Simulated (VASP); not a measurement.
# Hf16Si16HO64 (a cell with a defect) in VASP: single point with PBE

Aim: the single point of Hf16Si16HO64 (a cell with a defect) with PBE.

Everything below comes from runs of VASP 6.6.1. Logs are shortened: lines on timing, memory, paths and dates and some standing lists are left out, and cuts for length are marked.

## Step 1: The cell of the first run

The cell holds a defect, 97 atoms: a = 11.159 Å, b = 11.159 Å, c = 11.159 Å, α = 106.89°, β = 106.89°, γ = 114.77°.

## Step 2: Single point, PBE

File INCAR:

```
SYSTEM = Hf16Si16HO64
PREC = Accurate
ENCUT = 520
EDIFF = 1E-6
ISMEAR = -1
SIGMA = 0.01
LREAL = Auto
LASPH = .True.
NELM = 120
ALGO = Normal
ISIF = 2
LWAVE = .False.
LCHARG = .True.
GGA = PE
LELF = .True.
LVHAR = .True.
NELECT = 610.0
NBANDS = 358
GGA_COMPAT = .False.
```

File KPOINTS:

```
Automatic mesh
0
Gamma
  1 1 1
  0 0 0
```

File POSCAR:

```
Hf16Si16HO64
1.0
   -6.6465279200      6.6465279200      6.0147349600
    6.6465279200     -6.6465279200      6.0147349600
    6.6465279200      6.6465279200     -6.0147349600
Hf Si O H
16 16 64 1
Direct
    0.0008230196     -0.0002110542      0.0005906843
    0.3756433937      0.1283864771      0.2517658874
   -0.0027070284     -0.0021893897      0.4990498107
    0.3735359123      0.1229125764      0.7488559530
   -0.0024600588      0.5006011696     -0.0028209465
    0.3708434110      0.6207104874      0.2455291725
   -0.0015694670      0.5004928940      0.4995834727
    0.3766020493      0.6232876150      0.7397442032
    0.4969868293     -0.0018986098     -0.0012653223
    0.8739727262      0.1243376446      0.2490803499
    0.4986889435     -0.0028007125      0.4998041143
    0.8758527345      0.1264114382      0.7506796872
    0.4978501552      0.4995721069     -0.0026947905
    0.8714013910      0.6231559131      0.2482671434
    0.4893282519      0.5101848557      0.5052439470
    0.8687698639      0.6228583866      0.7462617414
    0.1216127156      0.3706724532      0.2427451625
    0.2500777972      0.2495223944     -0.0017319569
    0.1245017611      0.3751657198      0.7477568830
    0.2487101891      0.2445793105      0.4997925293
    0.1244045404      0.8745731337      0.2500131678
    0.2483648352      0.7487680593     -0.0035946588
    0.1217042257      0.8726801579      0.7484872643
    0.2463897569      0.7491539881      0.4987705671
    0.6215193915      0.3747923003      0.2502999340
    0.7480905279      0.2498701729     -0.0009474872
    0.6224285783      0.3741517306      0.7472504531
    0.7486472130      0.2484015147      0.4987712442
    0.6228027922      0.8743605258      0.2494930466
    0.7477554290      0.7487646025     -0.0009494431
    0.6343660308      0.8793418316      0.7594210934
    0.7465861052      0.7494231504      0.4994584451
    0.0663372422      0.1586503276      0.4081351245
    0.0403100991      0.3793033339      0.3436622892
    0.0257068379      0.1875763151      0.1530238061
    0.2496531679      0.1576874067      0.0893764394
    0.3366291117      0.2461545049      0.4062343576
    0.3005970418      0.4410672258      0.3090490290
    0.1171791176      0.4642000777      0.1537841279
    0.3388571765      0.4324508554      0.0842817493
    0.0686988840      0.1614619037      0.9068316680
    0.0322696244      0.3762776580      0.8387785423
    0.0343121354      0.1920049959      0.6570228926
    0.2470680205      0.1502814715      0.5879071821
    0.3396080232      0.2454751154      0.9057808938
    0.3061380050      0.4659512959      0.8409495254
    0.1216803761      0.4625027615      0.6528210747
    0.3452253909      0.4241258343      0.6049882056
    0.0638477874      0.6579989062      0.4044069373
    0.0318948482      0.8746061958      0.3406368750
    0.0333128782      0.6922487245      0.1563150734
    0.2495492083      0.6582811858      0.0891166797
    0.3350394954      0.7432804646      0.4051378453
    0.3068626109      0.9645131997      0.3424008787
    0.1233863590      0.9667419527      0.1595722628
    0.3384625388      0.9316041080      0.0902823259
    0.0653212140      0.6589022607      0.9052740126
    0.0320406654      0.8765442269      0.8409070973
    0.0280894031      0.6900666118      0.6557668985
    0.2430433578      0.6700660129      0.6012098419
    0.3395654171      0.7473203430      0.9049811529
    0.3044916425      0.9634491542      0.8403143065
    0.1200426532      0.9617700283      0.6554234861
    0.3395569207      0.9321819043      0.5894771747
    0.5662708635      0.1579855102      0.4069780542
    0.5296552574      0.3752439599      0.3400339286
    0.5331175261      0.1918210587      0.1572193050
    0.7507012585      0.1603169184      0.0921300576
    0.8390999351      0.2475380629      0.4061677815
    0.8049191431      0.4647414553      0.3413388956
    0.6210887583      0.4645740318      0.1568750651
    0.8375071469      0.4321393320      0.0907281978
    0.5654617159      0.1583820297      0.9070110850
    0.5317402954      0.3741101745      0.8395353284
    0.5339971841      0.1912112172      0.6568072161
    0.7496197832      0.1569283739      0.5904166878
    0.8369627597      0.2493832676      0.9050070311
    0.8052006527      0.4649773019      0.8408913748
    0.6224309670      0.4652276854      0.6565560323
    0.8397371901      0.4306836914      0.5917327885
    0.5637678251      0.6650123408      0.4126944975
    0.5311994807      0.8759630215      0.3403805005
    0.5341023327      0.6918711727      0.1599674315
    0.7506197492      0.6576100595      0.0905303502
    0.8345218799      0.7473346286      0.4044693007
    0.8055116188      0.9656384569      0.3422485435
    0.6217841180      0.9644710859      0.1568565592
    0.8381176874      0.9310337192      0.0923137625
    0.5647284060      0.6597322197      0.9134612196
    0.5320699758      0.8782459834      0.8392208033
    0.5842621849      0.7064395096      0.7039416755
    0.7507919390      0.6580474253      0.5888093824
    0.8425300046      0.7497057500      0.9107428830
    0.8167698478      0.9835078820      0.8541431057
    0.6221759990      0.9572802108      0.6554030243
    0.8407005768      0.9326790515      0.5934144184
    0.3753264454      0.5919841526      0.5261749506
```

Potentials or basis: VASP PAW PBE potentials, release 64 (Hf_pv, Si, O, H).

On the command line:

```
$ cat potpaw_PBE.64/Hf_pv/POTCAR potpaw_PBE.64/Si/POTCAR potpaw_PBE.64/O/POTCAR potpaw_PBE.64/H/POTCAR > POTCAR
$ mpirun -np 1 vasp_gam > vasp.out
```

OUTCAR:

```text
SYSTEM = Hf16Si16HO64
   PREC = Accurate
   ENCUT = 520
   EDIFF = 1E-6
   ISMEAR = -1
   LREAL = Auto
   LASPH = .True.
   NELM = 120
   ISIF = 2
   GGA = PE
   NELECT = 610.0

 ion  position               nearest neighbor table
   1  0.001  1.000  0.001-  94 2.12  58 2.13  35 2.13  55 2.13  36 2.25  93 2.26  88 2.30  41 2.31
                            18 3.02  30 3.02   2 3.64  10 3.65  16 3.66  12 3.66
   2  0.376  0.128  0.252-  37 2.12  65 2.14  36 2.15  56 2.18  66 2.23  67 2.27  55 2.28  54 2.30
                            25 2.97  21 3.03   1 3.64   9 3.66  11 3.68  15 3.76
   3  0.997  0.998  0.499-  63 2.14  43 2.14  86 2.14  50 2.14  44 2.26  96 2.27  85 2.27  33 2.28
                            20 2.99  32 3.00  12 3.64  14 3.64  10 3.65   4 3.66
   4  0.374  0.123  0.749-  45 2.12  44 2.13  73 2.13  64 2.14  62 2.27  74 2.27  75 2.29  63 2.29
                            23 3.02  27 3.02   9 3.64  11 3.64   3 3.66  13 3.66
   5  0.998  0.501  0.997-  39 2.12  78 2.12  51 2.13  42 2.15  57 2.26  77 2.27  52 2.28  72 2.29
                            22 3.01  26 3.02  12 3.64   6 3.65  16 3.65  14 3.66
   6  0.371  0.621  0.246-  40 2.14  52 2.14  81 2.14  53 2.16  38 2.23  83 2.26  39 2.29  82 2.30
                            17 2.99  29 3.02  15 3.59  13 3.64   5 3.65  11 3.67
   7  0.998  0.500  0.500-  47 2.13  59 2.14  70 2.14  34 2.17  60 2.22  80 2.27  49 2.28  69 2.29
                            24 2.99  28 3.01  14 3.65   8 3.65  16 3.65  10 3.66
   8  0.377  0.623  0.740-  48 2.10  60 2.16  89 2.19  61 2.22  90 2.29  97 2.30  91 2.31  47 2.32
                            46 2.34  31 2.98  19 3.06  15 3.37   7 3.65  13 3.69   9 3.70
   9  0.497  0.998  0.999-  90 2.14  87 2.14  62 2.14  67 2.14  56 2.26  61 2.26  73 2.28  68 2.30
                            22 2.98  26 3.02   4 3.64  10 3.66   2 3.66   8 3.70
  10  0.874  0.124  0.249-  88 2.13  69 2.14  68 2.14  33 2.15  35 2.24  86 2.28  87 2.28  34 2.31
                            17 3.01  29 3.02   1 3.65   3 3.65   7 3.66   9 3.66
  11  0.499  0.997  0.500-  82 2.12  54 2.14  75 2.14  95 2.16  64 2.25  76 2.27  65 2.29  53 2.30
                            24 3.00  28 3.02   4 3.64  12 3.65   6 3.67   2 3.68
  12  0.876  0.126  0.751-  41 2.13  76 2.14  96 2.14  77 2.14  94 2.22  42 2.26  43 2.28  95 2.31
                            31 2.99  19 3.01   5 3.64   3 3.64  11 3.65   1 3.66
  13  0.498  0.500  0.997-  46 2.13  74 2.15  71 2.16  83 2.16  89 2.21  40 2.23  84 2.28  45 2.30
                            30 2.99  18 3.00   6 3.64  14 3.64   4 3.66   8 3.69
  14  0.871  0.623  0.248-  84 2.12  49 2.13  72 2.13  85 2.15  71 2.26  70 2.27  50 2.28  51 2.30
                            25 3.01  21 3.02  13 3.64   3 3.64   7 3.65   5 3.66
  15  0.489  0.510  0.505-  97 1.88  91 2.17  38 2.19  79 2.23  81 2.25  48 2.26  66 2.30  92 2.37
                            37 2.37  20 3.02  32 3.03   8 3.37   6 3.59  16 3.70   2 3.76
  16  0.869  0.623  0.746-  92 2.11  93 2.15  80 2.15  57 2.17  79 2.23  59 2.26  78 2.28  58 2.30
                            27 2.98  23 3.01   5 3.65   7 3.65   1 3.66  15 3.70
  17  0.122  0.371  0.243-  38 1.63  35 1.64  39 1.64  34 1.64   6 2.99  10 3.01
  18  0.250  0.250  0.998-  41 1.63  45 1.64  40 1.64  36 1.64  13 3.00   1 3.02
  19  0.125  0.375  0.748-  46 1.63  47 1.64  43 1.64  42 1.64  12 3.01   8 3.06
  20  0.249  0.245  0.500-  48 1.63  37 1.63  44 1.63  33 1.64   3 2.99  15 3.02
  21  0.124  0.875  0.250-  51 1.64  54 1.64  55 1.64  50 1.64  14 3.02   2 3.03
  22  0.248  0.749  0.996-  61 1.64  57 1.64  56 1.64  52 1.64   9 2.98   5 3.01
[... 8 lines left out ...]
  31  0.634  0.879  0.759-  91 1.62  94 1.63  90 1.64  95 1.65   8 2.98  12 2.99
[... 63 lines left out ...]
  95  0.622  0.957  0.655-  31 1.65  11 2.16  12 2.31
  96  0.841  0.933  0.593-  32 1.64  12 2.14   3 2.27
  97  0.375  0.592  0.526-  15 1.88   8 2.30

  LATTYP: Found a body centered tetragonal cell.
 ALAT       =    13.2930558400
 C/A-ratio  =     0.9049439094

  Lattice vectors:

 A1 = (  -6.6465279200,   6.6465279200,   6.0147349600)
 A2 = (   6.6465279200,  -6.6465279200,   6.0147349600)
 A3 = (   6.6465279200,   6.6465279200,  -6.0147349600)

Analysis of symmetry for initial positions (statically):
=====================================================================
 Subroutine PRICEL returns:
 Original cell was already a primitive cell.

[... 287 lines left out ...]
   EDIFF  = 0.1E-05   stopping-criterion for ELM
   LREAL  =      T    real-space projection
   EDIFFG = 0.1E-04   stopping-criterion for IOM
   NSW    =      0    number of steps for IOM
   IBRION =     -1    ionic relax: 0-MD 1-quasi-New 2-CG
   NFREE  =      0    steps in history (QN), initial steepest desc. (CG)
   ISIF   =      2    stress and relaxation
   ISYM   =      2    0-nonsym 1-usesym 2-fastsym
   POTIM  = 0.5000    time-step for ionic-motion
   TEBEG  =    0.0;   TEEND  =   0.0 temperature during run
   PSTRESS=    0.0 pullay stress
   NELECT =     610.0000    total number of electrons
   NUPDOWN=      -1.0000    fix difference up-down
   EMIN   =  10.00;   EMAX   =-10.00  energy-range for DOS
   EFERMI =   0.00;   METHOD = LEGACY
   ISMEAR =    -1;   SIGMA  =   0.01  broadening in eV -4-tet -1-fermi 0-gaus
   EFERMI_NEDOS =   21; number of points for ismear=-14 and -15
   IALGO  =     38    algorithm
   IMIX   =      4    mixing-type and parameters
     AMIX     =   0.40;   BMIX     =  1.00
     AMIX_MAG =   1.60;   BMIX_MAG =  1.00
  volume/ion in A,a.u.               =      10.96        73.94
  Fermi-wavevector in a.u.,A,eV,Ry     =   1.360492  2.570957 25.183555  1.850939
  Thomas-Fermi vector in A             =   2.487150
   LORBIT       =      0    0 simple, 1 ext, 2 COOP (PROOUT), +10 PAW based schemes
   GGA     = PE    functional components
   LHFCALC =     F    Hartree Fock is set to
   AEXX    =    0.0000 exact exchange contribution
   IVDW    =     0    specifies the selected vdW correction
   LEPSILON=     F    determine dielectric tensor
   LRPA    =     F    only Hartree local field effects (RPA)
 non-spin polarized calculation
  energy-cutoff  :      520.00
  volume of cell :     1062.84
 maximum number of plane-waves:     14334
 NGX is ok and might be reduce to    84
   NGX = 41   NGY = 41   NGZ = 41

 number of electron     610.0000012 magnetization

 Free energy of the ion-electron system (eV)
  ---------------------------------------------------
  ext. energy  EPLUGINS =         0.00000000
  ---------------------------------------------------
  free energy    TOTEN  =      -863.24701707 eV

  energy without entropy =     -863.24701707  energy(sigma->0) =     -863.24701707

 E-fermi :   5.4035     XC(G=0): -10.9711

 val. band max:        5.0801993115   @ k =   0.0000   0.0000   0.0000
 cond. band min:       8.2897006086   @ k =   0.0000   0.0000   0.0000
 fundamental gap:      3.2095012970
 Fermi energy:         5.4034517351

 k-point     1 :       0.0000    0.0000    0.0000
  band No.  band energies     occupation
      1     -26.4756      2.00000
      2     -26.4722      2.00000
      3     -26.4646      2.00000
      4     -26.4587      2.00000
      5     -26.4560      2.00000
      6     -26.4531      2.00000
[... 309 lines left out ...]
    316       8.7026      0.00000
    317       8.7336      0.00000
 [bands above 317 left out]

------------------------ aborting loop because EDIFF is reached ----------------------------------------

  FORCE on cell =-STRESS in cart. coord.  units (eV):
  Direction    XX          YY          ZZ          XY          YZ          ZX
  --------------------------------------------------------------------------------------
  -------------------------------------------------------------------------------------
  Total       -1.5780424      2.8805474      2.9086625      1.3164912      1.1925630      2.5317878
  in kB       -2.3788283      4.3422964      4.3846786      1.9845515      1.7977353      3.8165568
  external PRESSURE =       2.1160489 kB  Pullay stress =       0.0000000 kB

 VOLUME and BASIS-vectors are now :
 -----------------------------------------------------------------------------
  energy-cutoff  :      520.00
  volume of cell :     1062.84
      direct lattice vectors                 reciprocal lattice vectors
    -6.646527920  6.646527920  6.014734960     0.000000000  0.075227247  0.083129182
     6.646527920 -6.646527920  6.014734960     0.075227247  0.000000000  0.083129182
     6.646527920  6.646527920 -6.014734960     0.075227247  0.075227247  0.000000000

 POSITION                                       TOTAL-FORCE (eV/Angst)
 -----------------------------------------------------------------------------------
      6.64358     -6.63573      6.01486         0.013819     -0.001223     -0.006173
      0.02997      3.31677      1.51730         0.007061      0.003447      0.002877
      3.32039      3.31351      8.99837        -0.007994      0.003928     -0.002559
      3.31152      6.64307     -1.51816         0.006195     -0.004281      0.006522
      3.32486      9.93070      3.01315        -0.005508     -0.009936      0.011920
      3.29266     -0.02883      4.48714         0.006154      0.007468     -0.002619
[... 89 lines left out ...]
      4.55548      3.33281      7.09718         0.113569     -0.000580      0.131234
      4.93726      2.05721      2.65331         0.072377      0.091216     -0.132116
 -----------------------------------------------------------------------------------
    total drift:                               -0.005177      0.042585      0.003935

  FREE ENERGIE OF THE ION-ELECTRON SYSTEM (eV)
  ---------------------------------------------------
  free  energy   TOTEN  =      -863.2470170709 eV

  energy  without entropy=     -863.2470170709  energy(sigma->0) =     -863.24701707
```

Run time: 17 min. Hardware: 1 thread of AMD EPYC 7R43 (Zen 3), shared host; peak memory 1.3 GiB.

What came out:

```yaml
Free_energy: -863.2470 eV
Largest_force: 0.212 eV/Å
```

Forces on the atoms (eV/Å):
```
Hf   0.014 -0.001 -0.006
Hf   0.007  0.003  0.003
Hf  -0.008  0.004 -0.003
Hf   0.006 -0.004  0.007
Hf  -0.006 -0.010  0.012
Hf   0.006  0.007 -0.003
Hf   0.011  0.003 -0.001
Hf  -0.032  0.012  0.005
Hf  -0.021 -0.005 -0.014
Hf  -0.008  0.009 -0.003
Hf  -0.009 -0.020  0.016
Hf   0.004  0.014  0.008
Hf   0.011 -0.036  0.016
Hf   0.008 -0.029 -0.009
Hf   0.020  0.033  0.000
Hf  -0.005 -0.017 -0.003
Si  -0.004 -0.027 -0.003
Si  -0.002 -0.008  0.021
Si   0.002  0.007  0.022
Si  -0.023  0.017 -0.003
Si   0.004 -0.010 -0.008
Si  -0.014 -0.002  0.003
Si  -0.004  0.006  0.006
Si   0.006 -0.010  0.014
Si  -0.011  0.004  0.028
Si  -0.011 -0.008  0.006
Si   0.004  0.002 -0.012
Si  -0.006  0.000 -0.011
Si   0.002 -0.003  0.011
Si  -0.010 -0.027  0.002
Si   0.016 -0.018  0.020
Si   0.012 -0.005  0.011
O    0.011 -0.116 -0.126
O    0.130  0.005 -0.122
O   -0.103  0.010 -0.112
O    0.016  0.120 -0.124
O   -0.130  0.002  0.099
O    0.097  0.117  0.120
O   -0.016 -0.119  0.128
O    0.114  0.032  0.125
O   -0.002 -0.130 -0.123
O    0.120 -0.008 -0.121
O   -0.133  0.002 -0.132
O   -0.020  0.141 -0.157
O   -0.132 -0.004  0.133
O   -0.011  0.144  0.105
O   -0.018 -0.129  0.127
O    0.132  0.011  0.150
O    0.003 -0.139 -0.128
O    0.122 -0.011 -0.129
O   -0.141 -0.006 -0.137
O   -0.006  0.117 -0.129
O   -0.115  0.003  0.121
O   -0.003  0.131  0.115
O   -0.004 -0.127  0.128
O    0.099  0.002  0.130
O   -0.008 -0.102 -0.134
O    0.130 -0.001 -0.117
O   -0.106 -0.002 -0.130
O    0.026  0.086 -0.165
O   -0.099 -0.014  0.144
O    0.001  0.121  0.142
O    0.002 -0.137  0.142
O    0.128 -0.008  0.148
O    0.004 -0.123 -0.131
O    0.080 -0.009 -0.135
O   -0.120 -0.004 -0.118
O   -0.013  0.113 -0.127
O   -0.125 -0.006  0.119
O   -0.005  0.109  0.131
O   -0.006 -0.135  0.137
O    0.134 -0.005  0.134
O   -0.002 -0.132 -0.133
O    0.123  0.008 -0.144
O   -0.132  0.005 -0.138
O   -0.001  0.124 -0.130
O   -0.114 -0.002  0.130
O    0.002  0.136  0.122
O   -0.006 -0.077  0.127
O    0.117  0.003  0.127
O    0.004 -0.111 -0.133
O    0.132 -0.001 -0.124
O   -0.123 -0.006 -0.130
O   -0.004  0.140 -0.136
O   -0.126 -0.006  0.131
O    0.001  0.130  0.136
O    0.001 -0.129  0.129
O    0.131 -0.004  0.133
O   -0.016 -0.122 -0.128
O    0.106 -0.019 -0.133
O   -0.144 -0.018 -0.120
O   -0.013  0.157 -0.111
O   -0.115  0.007  0.134
O   -0.014  0.132  0.159
O    0.014 -0.117  0.121
O    0.114 -0.001  0.131
H    0.072  0.091 -0.132
```

Caveat: the k points lie up to 0.70 Å⁻¹ apart; the cell carries a net charge on a neutralising background, which shifts energy and pressure; the cell is charged against a uniform background, so pressure and absolute levels hang on convention; spin-orbit coupling is left out, which moves the levels of the heavy elements.
